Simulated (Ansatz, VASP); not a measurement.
# One calculation of NdH3, two programs

```
CELL_PARAMETERS angstrom
11.54000 0.00000 0.00000
0.00000 12.46000 0.00000
0.00000 0.00000 14.91000
ATOMIC_POSITIONS crystal
Nd 0.49997 0.50017 0.62351
Nd 0.49997 0.50017 0.37636
H 0.61000 0.50017 0.49994
H 0.38995 0.50017 0.49994
H 0.49997 0.63918 0.69806
H 0.49997 0.36116 0.69806
H 0.49997 0.63918 0.30181
H 0.49997 0.36116 0.30181
```

Alike in both runs: task single point; functional PBE; k mesh 1 × 1 × 1; occupations gaussian, width 0.01 eV; collinear spin.

|  | VASP | Ansatz |
| --- | --- | --- |
| version | VASP 6.6.1 | Ansatz 0.2.0 |
| potentials or method | VASP PAW PBE potentials, release 64 (Nd, H), cutoff 520 eV | scalar-relativistic, plane waves, PAW |
| valence electrons in the cell | 34 | 34 |

|  | VASP | Ansatz | Ansatz less VASP |
| --- | --- | --- | --- |
| gap on the k mesh at the Fermi level (eV) | 0.57 | 0.70 | +0.139 |
| rms of the force components (eV/Å) | 0.096 | 0.063 | -0.0325 |
| net moment per atom (μB) | 0.75 | 0.75 | 0.000 |
| size of the moment on the site where the two differ most (μB) | 2.93 | 2.87 | -0.059 |

Site moments also hang on the region over which each program counts them. Atom by atom the forces differ by 0.076 eV/Å (rms over components). Ansatz's warnings: given moment on shells, structure snapped to symmetry, symmetry narrowed by open shell.

Spin-orbit coupling is off throughout. Noted on VASP's run: the magnetic or orbital state may not be the lowest.
